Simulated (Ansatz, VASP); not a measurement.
## One calculation of SiMo3, two programs

```xyz
8
Lattice="4.8890 0.0000 0.0000 0.0000 4.8890 0.0000 0.0000 0.0000 4.8890" Properties=species:S:1:pos:R:3 pbc="T T T"
Si    0.0000    0.0000    0.0000
Si    2.4445    2.4445    2.4445
Mo    1.2223    0.0000    2.4445
Mo    2.4445    3.6668    0.0000
Mo    3.6668    0.0000    2.4445
Mo    2.4445    1.2223    0.0000
Mo    0.0000    2.4445    3.6668
Mo    0.0000    2.4445    1.2223
```

Alike in both runs: task single point; functional r2SCAN; k mesh 8 × 8 × 8; occupations gaussian, width 0.05 eV; no spin polarisation.

|  | VASP | Ansatz |
| --- | --- | --- |
| version | VASP 6.6.1 | Ansatz 0.2.0 |
| potentials or method | VASP PAW PBE potentials, release 64 (Si, Mo_sv), cutoff 520 eV | scalar-relativistic, plane waves, PAW |
| valence electrons in the cell | 92 | 92 |

```tsv
	VASP	Ansatz	Ansatz less VASP
gap on the k mesh at the Fermi level (eV)	none	none	-
pressure (GPa)	0.3	-0.7	-0.97
```

VASP's potentials were made for PBE, not for r2SCAN. A gap of «none» marks a metal or a gap that the smearing closes. The functional is the same, so the differences come from potentials, cutoffs and numerics.
